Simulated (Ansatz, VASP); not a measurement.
## MnS in VASP and in Ansatz

INCAR

```
PREC = Accurate ; ENCUT = 520
EDIFF = 1E-7 ; ISMEAR = 0
SIGMA = 0.1 ; LREAL = F
LASPH = T ; NELM = 150
ALGO = Normal ; ISIF = 2
LWAVE = F ; LCHARG = T
ISPIN = 2 ; MAGMOM = 4 0
LORBIT = 11 ; LMAXMIX = 4
GGA = PE ; LELF = T
LVHAR = T ; NBANDS = 20
```

File KPOINTS:

```
Automatic mesh
0
Gamma
  5 5 5
```

The input POSCAR:

```
MnS
1.0
    0.0000000000      2.6045000000      2.6045000000
    2.6045000000      0.0000000000      2.6045000000
    2.6045000000      2.6045000000      0.0000000000
Mn S
1 1
Direct
    0.0000000000      0.0000000000      0.0000000000
    0.5000000000      0.5000000000      0.5000000000
```

Input for Ansatz:

```yaml
crystal:
  lattice:
    - [0.0, 2.6045, 2.6045]
    - [2.6045, 0.0, 2.6045]
    - [2.6045, 2.6045, 0.0]
  atoms:
    - { symbol: Mn, position: [0.0, 0.0, 0.0], spin: 4.0 }
    - { symbol: S, position: [0.5, 0.5, 0.5], spin: 0.0 }
kpoints:
  mp_grid:
    grid: [5, 5, 5]
magnetization:
  spin_polarized: true
scf:
  convergence:
    dr2_threshold: 1.0e-07
  occupations:
    method: gaussian
    width: 0.1
output:
  forces: true
  stress: true
```

Alike in both runs: task single point; functional PBE; k mesh 5 × 5 × 5; occupations gaussian, width 0.1 eV; collinear spin.

|  | VASP | Ansatz |
| --- | --- | --- |
| version | VASP 6.6.1 | Ansatz 0.2.0 |
| potentials or method | VASP PAW PBE potentials, release 64 (Mn_pv, S) | plane waves, PAW |
| plane-wave cutoff (eV) | 520 | 420 |
| valence electrons in the cell | 19 | 21 |

|  | VASP | Ansatz | Ansatz less VASP |
| --- | --- | --- | --- |
| pressure (GPa) | -4.3 | -4.3 | -0.01 |
| net moment per atom (μB) | 2.29 | 2.29 | -0.001 |
| size of the moment on the site where the two differ most (μB) | 4.19 | 4.14 | -0.047 |

Site moments also hang on the region over which each program counts them. The functional is the same, so the differences come from potentials, cutoffs and numerics. VASP's potentials hold 19 valence electrons a cell and Ansatz's 21, so a difference there can come from the potentials and not from the codes. Ansatz's warnings: stress scf threshold loose.

The k mesh is coarse, so the values compare programs but aren't converged.
